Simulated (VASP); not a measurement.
# Lu2SiNF2 (P4/nmm) in VASP: a series of runs

The runs below take Lu2SiNF2 through single point, with PBE.

Program: VASP 6.6.1. These are calculated values, not measurements. Logs are shortened: lines on timing, memory, paths and dates and some standing lists are left out, and cuts for length are marked.

### Step 1. The cell of the first run

The structure is tetragonal, space group P4/nmm (No. 129). Conventional cell: a = 3.330 Å, b = 3.330 Å, c = 15.310 Å, α = 90.00°, β = 90.00°, γ = 90.00°. Within 2.8 Å of Lu (site symmetry 4mm) lie 1 N at 2.10 Å and 5 F at 2.65 to 2.71 Å. Lu (site symmetry 4mm) has 5 F at 2.25 to 2.53 Å within 3.0 Å. Within 2.4 Å of Si (site symmetry 4mm) lie 5 N at 1.75 to 2.38 Å. Within 2.4 Å of N (site symmetry 4mm) lie 5 Si at 1.75 to 2.38 Å and 1 Lu at 2.10 Å. Within 3.1 Å of F (site symmetry 4mm) lie 5 Lu at 2.25 to 2.71 Å and 4 F at 2.70 Å and 1 Si at 3.10 Å. Within 3.5 Å of F (site symmetry 4mm) lie 6 Lu at 2.53 to 3.46 Å and 8 F at 2.70 to 3.33 Å.

The cell was generated, and may not be a known phase.

### Step 2. Single point, PBE

INCAR reads:

```
SYSTEM = Lu2SiNF2
  ALGO = Normal
  EDIFF = 1E-7
  ENCUT = 520
  GGA = PE
  ISIF = 2
  ISMEAR = 0
  LASPH = .TRUE.
  LCHARG = .FALSE.
  LREAL = .FALSE.
  LWAVE = .FALSE.
  NBANDS = 85
  NELM = 100
  PREC = Accurate
  SIGMA = 0.1
```

KPOINTS reads:

```
k-points
0
G
  6 6 2
  0 0 0
```

POSCAR reads:

```
Lu2SiNF2
1.0
    3.3297535974      0.0000000000      0.0000000000
    0.0000000000      3.3297535974      0.0000000000
    0.0000000000      0.0000000000     15.3102685524
Lu Si N F
4 2 2 4
Direct
    0.0000000000      0.5000000000      0.6833364095
    0.5000000000      0.0000000000      0.9172163221
    0.0000000000      0.5000000000      0.0827836779
    0.5000000000      0.0000000000      0.3166635905
    0.0000000000      0.5000000000      0.4319147768
    0.5000000000      0.0000000000      0.5680852232
    0.5000000000      0.0000000000      0.4540485641
    0.0000000000      0.5000000000      0.5459514359
    0.5000000000      0.0000000000      0.7704999840
    0.0000000000      0.5000000000      0.8566012426
    0.5000000000      0.0000000000      0.1433987574
    0.0000000000      0.5000000000      0.2295000160
```

Potentials or basis: VASP PAW PBE potentials, release 64 (Lu, Si, N, F).

Run with:

```sh
$ cat potpaw_PBE.64/Lu/POTCAR potpaw_PBE.64/Si/POTCAR potpaw_PBE.64/N/POTCAR potpaw_PBE.64/F/POTCAR > POTCAR
$ mpirun -np 1 vasp_std > vasp.out
```

OUTCAR:

```text
SYSTEM = Lu2SiNF2
   EDIFF = 1E-7
   ENCUT = 520
   GGA = PE
   ISIF = 2
   ISMEAR = 0
   LASPH = .TRUE.
   LREAL = .FALSE.
   NELM = 100
   PREC = Accurate

 ion  position               nearest neighbor table
   1  0.000  0.500  0.683-   8 2.10  10 2.65   9 2.71   9 2.71   9 2.71   9 2.71   6 2.94   6 2.94
                             6 2.94   6 2.94
   2  0.500  0.000  0.917-   9 2.25  10 2.53  10 2.53  10 2.53  10 2.53   3 3.46   3 3.46   3 3.46
                             3 3.46
   3  0.000  0.500  0.083-  12 2.25  11 2.53  11 2.53  11 2.53  11 2.53   2 3.46   2 3.46   2 3.46
                             2 3.46
   4  0.500  0.000  0.317-   7 2.10  11 2.65  12 2.71  12 2.71  12 2.71  12 2.71   5 2.94   5 2.94
                             5 2.94   5 2.94
   5  0.000  0.500  0.432-   8 1.75   7 2.38   7 2.38   7 2.38   7 2.38   4 2.94   4 2.94   4 2.94
                             4 2.94   6 3.14   6 3.14   6 3.14   6 3.14
   6  0.500  0.000  0.568-   7 1.75   8 2.38   8 2.38   8 2.38   8 2.38   1 2.94   1 2.94   1 2.94
                             1 2.94   5 3.14   5 3.14   5 3.14   5 3.14
   7  0.500  0.000  0.454-   6 1.75   4 2.10   5 2.38   5 2.38   5 2.38   5 2.38
   8  0.000  0.500  0.546-   5 1.75   1 2.10   6 2.38   6 2.38   6 2.38   6 2.38
   9  0.500  0.000  0.770-   2 2.25   1 2.71   1 2.71   1 2.71   1 2.71
  10  0.000  0.500  0.857-   2 2.53   2 2.53   2 2.53   2 2.53   1 2.65
  11  0.500  0.000  0.143-   3 2.53   3 2.53   3 2.53   3 2.53   4 2.65
  12  0.000  0.500  0.230-   3 2.25   4 2.71   4 2.71   4 2.71   4 2.71

  LATTYP: Found a simple tetragonal cell.
 ALAT       =     3.3297535974
 C/A-ratio  =     4.5980184733

  Lattice vectors:

 A1 = (   3.3297535974,   0.0000000000,   0.0000000000)
 A2 = (   0.0000000000,   3.3297535974,   0.0000000000)
 A3 = (   0.0000000000,   0.0000000000,  15.3102685524)

Analysis of symmetry for initial positions (statically):
=====================================================================
 Subroutine PRICEL returns:
 Original cell was already a primitive cell.

 Routine SETGRP: Setting up the symmetry group for a
 simple tetragonal supercell.

 Subroutine GETGRP returns: Found 16 space group operations
 (whereof  8 operations were pure point group operations)
 out of a pool of 16 trial point group operations.

The static configuration has the point symmetry D_2d.
 The point group associated with its full space group is D_4h.

Analysis of symmetry for dynamics (positions and initial velocities):
=====================================================================
 Subroutine PRICEL returns:
 Original cell was already a primitive cell.

 Routine SETGRP: Setting up the symmetry group for a
 simple tetragonal supercell.

 Subroutine GETGRP returns: Found 16 space group operations
 (whereof  8 operations were pure point group operations)
 out of a pool of 16 trial point group operations.

The dynamic configuration has the point symmetry D_2d.
 The point group associated with its full space group is D_4h.

 Subroutine INISYM returns: Found 16 space group operations
 (whereof  8 operations are pure point group operations),
 and found     1 'primitive' translations

----------------------------------------------------------------------------------------

                                     Primitive cell

  volume of cell :     169.7489

  direct lattice vectors                    reciprocal lattice vectors
     3.329753597  0.000000000  0.000000000     0.300322523  0.000000000  0.000000000
     0.000000000  3.329753597  0.000000000     0.000000000  0.300322523  0.000000000
     0.000000000  0.000000000 15.310268552     0.000000000  0.000000000  0.065315641

  length of vectors
     3.329753597  3.329753597 15.310268552     0.300322523  0.300322523  0.065315641

  position of ions in fractional coordinates (direct lattice)
     0.000000000  0.500000000  0.683336410
     0.500000000  0.000000000  0.917216322
     0.000000000  0.500000000  0.082783678
     0.500000000  0.000000000  0.316663590
     0.000000000  0.500000000  0.431914777
     0.500000000  0.000000000  0.568085223
     0.500000000  0.000000000  0.454048564
     0.000000000  0.500000000  0.545951436
     0.500000000  0.000000000  0.770499984
     0.000000000  0.500000000  0.856601243
     0.500000000  0.000000000  0.143398757
     0.000000000  0.500000000  0.229500016

  ion indices of the primitive-cell ions
   primitive index   ion index
                 1           1
                 2           2
                 3           3
                 4           4
                 5           5
                 6           6
                 7           7
                 8           8
                 9           9
                10          10
                11          11
                12          12

----------------------------------------------------------------------------------------

 KPOINTS: k-points

Automatic generation of k-mesh.
 Grid dimensions read from file:
 generate k-points for:    6    6    2

 Generating k-lattice:

  Cartesian coordinates                     Fractional coordinates (reciprocal lattice)
     0.050053754  0.000000000  0.000000000     0.166666667  0.000000000  0.000000000
     0.000000000  0.050053754  0.000000000     0.000000000  0.166666667  0.000000000
     0.000000000  0.000000000  0.032657820     0.000000000  0.000000000  0.500000000

  Length of vectors
     0.050053754  0.050053754  0.032657820

  Shift w.r.t. Gamma in fractional coordinates (k-lattice)
     0.000000000  0.000000000  0.000000000

 Subroutine IBZKPT returns following result:
 ===========================================

 Found     20 irreducible k-points:

 Following reciprocal coordinates:
            Coordinates               Weight
  0.000000  0.000000  0.000000      1.000000
  0.166667  0.000000  0.000000      4.000000
  0.333333  0.000000  0.000000      4.000000
  0.500000  0.000000  0.000000      2.000000
  0.166667  0.166667  0.000000      4.000000
  0.333333  0.166667  0.000000      8.000000
[... 12 lines left out ...]
  0.500000  0.333333  0.500000      4.000000
  0.500000  0.500000  0.500000      1.000000
   k-points           NKPTS =     20   k-points in BZ     NKDIM =     20   number of bands    NBANDS=     85
   number of dos      NEDOS =    301   number of ions     NIONS =     12
   total plane-waves  NPLWV =  94080
   dimension x,y,z NGX =    28 NGY =   28 NGZ =  120
   dimension x,y,z NGXF=    56 NGYF=   56 NGZF=  240
   ions per type =               4   2   2   4
   NGX,Y,Z   is equivalent  to a cutoff of  13.98, 13.98, 13.03 a.u.
   NGXF,Y,Z  is equivalent  to a cutoff of  27.96, 27.96, 26.06 a.u.
 SYSTEM =  Lu2SiNF2
   PREC   = accura    normal or accurate (medium, high low for compatibility)
   ISTART =      0    job   : 0-new  1-cont  2-samecut
   ICHARG =      2    charge: 1-file 2-atom 10-const
   ISPIN  =      1    spin polarized calculation?
   LNONCOLLINEAR =      F non collinear calculations
   LSORBIT =      F    spin-orbit coupling
   LASPH  =      T    aspherical Exc in radial PAW
   ENCUT  =  520.0 eV  38.22 Ry    6.18 a.u.   6.19  6.19 28.47*2*pi/ulx,y,z
   NELM   =    100;   NELMIN=  2; NELMDL= -5     # of ELM steps
   EDIFF  = 0.1E-06   stopping-criterion for ELM
   LREAL  =      F    real-space projection
   EDIFFG = 0.1E-05   stopping-criterion for IOM
   NSW    =      0    number of steps for IOM
   IBRION =     -1    ionic relax: 0-MD 1-quasi-New 2-CG
   NFREE  =      0    steps in history (QN), initial steepest desc. (CG)
   ISIF   =      2    stress and relaxation
   ISYM   =      2    0-nonsym 1-usesym 2-fastsym
   POTIM  = 0.5000    time-step for ionic-motion
   TEBEG  =    0.0;   TEEND  =   0.0 temperature during run
   PSTRESS=    0.0 pullay stress
   NELECT =     146.0000    total number of electrons
   NUPDOWN=      -1.0000    fix difference up-down
   EMIN   =  10.00;   EMAX   =-10.00  energy-range for DOS
   EFERMI =   0.00;   METHOD = LEGACY
   ISMEAR =     0;   SIGMA  =   0.10  broadening in eV -4-tet -1-fermi 0-gaus
   EFERMI_NEDOS =   21; number of points for ismear=-14 and -15
   IALGO  =     38    algorithm
   IMIX   =      4    mixing-type and parameters
     AMIX     =   0.40;   BMIX     =  1.00
     AMIX_MAG =   1.60;   BMIX_MAG =  1.00
  volume/ion in A,a.u.               =      14.15        95.46
  Fermi-wavevector in a.u.,A,eV,Ry     =   1.556886  2.942088 32.979075  2.423894
  Thomas-Fermi vector in A             =   2.660617
   LORBIT       =      0    0 simple, 1 ext, 2 COOP (PROOUT), +10 PAW based schemes
   GGA     = PE    functional components
   LHFCALC =     F    Hartree Fock is set to
   AEXX    =    0.0000 exact exchange contribution
   IVDW    =     0    specifies the selected vdW correction
   LEPSILON=     F    determine dielectric tensor
   LRPA    =     F    only Hartree local field effects (RPA)
 non-spin polarized calculation
 Gauss-broadening in eV      SIGMA  =   0.10
  energy-cutoff  :      520.00
  volume of cell :      169.75
 maximum number of plane-waves:      4616
 NGX is ok and might be reduce to    28
   NGX = 13   NGY = 13   NGZ = 57

 number of electron     146.0000014 magnetization

 Free energy of the ion-electron system (eV)
  ---------------------------------------------------
  ext. energy  EPLUGINS =         0.00000000
  ---------------------------------------------------
  free energy    TOTEN  =       -72.06359126 eV

  energy without entropy =      -72.03717426  energy(sigma->0) =      -72.05038276

 E-fermi :   5.4023     XC(G=0): -11.4097

 val. band max:        5.3848242455   @ k =   0.3333   0.1667   0.0000
 cond. band min:       5.4161671457   @ k =   0.5000   0.5000   0.0000
 fundamental gap:      0.0313429003
 Fermi energy:         5.4023484784

 k-point     1 :       0.0000    0.0000    0.0000
  band No.  band energies     occupation
      1     -51.3292      2.00000
      2     -51.3109      2.00000
      3     -51.2147      2.00000
      4     -51.2147      2.00000
      5     -22.4831      2.00000
      6     -22.3805      2.00000
[... 1749 lines left out ...]
     84      10.1700      0.00000
     85      10.3933      0.00000

------------------------ aborting loop because EDIFF is reached ----------------------------------------

  FORCE on cell =-STRESS in cart. coord.  units (eV):
  Direction    XX          YY          ZZ          XY          YZ          ZX
  --------------------------------------------------------------------------------------
  -------------------------------------------------------------------------------------
  Total        0.0424527      0.0424527      0.6393096      0.0000000      0.0000000     -0.0000000
  in kB        0.4006903      0.4006903      6.0341316      0.0000000      0.0000000     -0.0000000
  external PRESSURE =       2.2785041 kB  Pullay stress =       0.0000000 kB

 VOLUME and BASIS-vectors are now :
 -----------------------------------------------------------------------------
  energy-cutoff  :      520.00
  volume of cell :      169.75
      direct lattice vectors                 reciprocal lattice vectors
     3.329753597  0.000000000  0.000000000     0.300322523  0.000000000  0.000000000
     0.000000000  3.329753597  0.000000000     0.000000000  0.300322523  0.000000000
     0.000000000  0.000000000 15.310268552     0.000000000  0.000000000  0.065315641

 POSITION                                       TOTAL-FORCE (eV/Angst)
 -----------------------------------------------------------------------------------
      0.00000      1.66488     10.46206        -0.000000     -0.000000      0.080952
      1.66488      0.00000     14.04283         0.000000     -0.000000      0.070424
      0.00000      1.66488      1.26744        -0.000000     -0.000000     -0.070424
      1.66488      0.00000      4.84820         0.000000     -0.000000     -0.080952
      0.00000      1.66488      6.61273        -0.000000     -0.000000      0.023413
      1.66488      0.00000      8.69754        -0.000000     -0.000000     -0.023413
      1.66488      0.00000      6.95161        -0.000000     -0.000000      0.098438
      0.00000      1.66488      8.35866        -0.000000     -0.000000     -0.098438
      1.66488      0.00000     11.79656        -0.000000      0.000000     -0.071046
      0.00000      1.66488     13.11480        -0.000000     -0.000000     -0.002670
      1.66488      0.00000      2.19547        -0.000000      0.000000      0.002670
      0.00000      1.66488      3.51371        -0.000000     -0.000000      0.071046
 -----------------------------------------------------------------------------------
    total drift:                                0.000000      0.000000      0.000000

  FREE ENERGIE OF THE ION-ELECTRON SYSTEM (eV)
  ---------------------------------------------------
  free  energy   TOTEN  =       -72.0635912578 eV

  energy  without entropy=      -72.0371742647  energy(sigma->0) =      -72.05038276
```

It took 17 min on 1 thread of Intel Xeon Platinum 8259CL at 2.50GHz (Skylake/Cascade Lake), shared host; peak memory 0.43 GiB.

What came out:

| Property | Result |
| --- | --- |
| Free energy | -72.0636 eV |
| Pressure | 0.2 GPa |
| Largest force | 0.098 eV/Å |
| Band gap on the k mesh | zero (bands 73 and 74 overlap by 2.06 eV) |

Forces on the atoms (eV/Å):
```
Lu   0.000  0.000  0.081
Lu   0.000  0.000  0.070
Lu   0.000  0.000 -0.070
Lu   0.000  0.000 -0.081
Si   0.000  0.000  0.023
Si   0.000  0.000 -0.023
N    0.000  0.000  0.098
N    0.000  0.000 -0.098
F    0.000  0.000 -0.071
F    0.000  0.000 -0.003
F    0.000  0.000  0.003
F    0.000  0.000  0.071
```

Stress tensor (GPa, compression positive):
```
0.04 0.00 0.00
0.00 0.04 0.00
0.00 0.00 0.60
```

Caveat: spin-orbit coupling is left out, which moves the levels of the heavy elements.

### Step 3. Single point, PBE

This run uses another cell than the first one, of 14.40 Å³/atom.

INCAR reads:

```
SYSTEM = Lu2SiNF2
PREC = Accurate ; ENCUT = 520
EDIFF = 1E-7 ; ISMEAR = 0
SIGMA = 0.1 ; LREAL = .False.
LASPH = .True. ; NELM = 100
ALGO = Normal ; ISIF = 2
LWAVE = .False. ; LCHARG = .False.
GGA = PE ; NBANDS = 85
```

KPOINTS reads:

```
regular mesh
0
Gamma
  6 6 2
  0 0 0
```

POSCAR reads:

```
Lu2SiNF2
1.0
    3.4386469100      0.0000000000      0.0000000000
    0.0000000000      3.4386469100      0.0000000000
    0.0000000000      0.0000000000     14.6111148300
Lu Si N F
4 2 2 4
Direct
    0.0000000000      0.5000000000      0.7496970300
    0.5000000000      0.0000000000      0.9153540100
    0.0000000000      0.5000000000      0.0846459900
    0.5000000000      0.0000000000      0.2503029700
    0.0000000000      0.5000000000      0.4162989900
    0.5000000000      0.0000000000      0.5837010100
    0.5000000000      0.0000000000      0.4218850100
    0.0000000000      0.5000000000      0.5781149900
    0.5000000000      0.0000000000      0.7471590000
    0.0000000000      0.5000000000      0.9160569900
    0.5000000000      0.0000000000      0.0839430100
    0.0000000000      0.5000000000      0.2528410000
```

Potentials or basis: VASP PAW PBE potentials, release 64 (Lu, Si, N, F).

Run with:

```sh
$ cat potpaw_PBE.64/Lu/POTCAR potpaw_PBE.64/Si/POTCAR potpaw_PBE.64/N/POTCAR potpaw_PBE.64/F/POTCAR > POTCAR
$ mpirun -np 1 vasp_std > vasp.out
```

Wall time 14 min (1 thread of Intel Xeon Platinum 8259CL at 2.50GHz (Skylake/Cascade Lake), shared host); peak memory 0.43 GiB.

It converged, with:

```
Free energy            : -62.8684 eV
Pressure               : 0.0 GPa
Largest force          : 3.317 eV/Å
Band gap on the k mesh : zero (bands 73 and 74 overlap by 1.47 eV)
```

Forces on the atoms (eV/Å):
```
Lu   0.000  0.000 -1.416
Lu   0.000  0.000  0.078
Lu   0.000  0.000 -0.078
Lu   0.000  0.000  1.416
Si   0.000  0.000  3.317
Si   0.000  0.000 -3.317
N    0.000  0.000 -0.314
N    0.000  0.000  0.314
F    0.000  0.000 -0.108
F    0.000  0.000  0.039
F    0.000  0.000 -0.039
F    0.000  0.000  0.108
```

Stress tensor (GPa, compression positive):
```
 1.15  0.00  0.00
 0.00  1.15  0.00
 0.00  0.00 -2.43
```

Levels at points of the mesh, in eV from the Fermi level:
| k point | band 71 | band 72 | band 73 | band 74 | band 75 | band 76 |
| --- | --- | --- | --- | --- | --- | --- |
| (0.00, 0.00, 0.00) | -2.05 | -1.88 | -1.51 | -1.07 | -0.55 | 0.06 |
| (0.50, 0.00, 0.00) | 0.10 | 0.10 | 0.31 | 0.31 | 1.11 | 1.11 |
| (0.50, 0.50, 0.00) | -1.75 | -1.75 | -0.31 | -0.31 | 1.28 | 1.28 |
| (0.00, 0.00, 0.50) | -2.05 | -1.51 | -1.34 | -1.10 | -0.55 | -0.42 |
| (0.50, 0.00, 0.50) | 0.05 | 0.05 | 0.37 | 0.37 | 1.01 | 1.01 |
| (0.50, 0.50, 0.50) | -1.67 | -1.67 | -0.50 | -0.50 | 1.56 | 1.56 |

Caveat: spin-orbit coupling is left out, which moves the levels of the heavy elements; forces of over 1 eV/Å act on the atoms, so gaps and moduli don't describe the material at rest.

The gap in the log of VASP goes by the Fermi energy; the results here count the filled bands.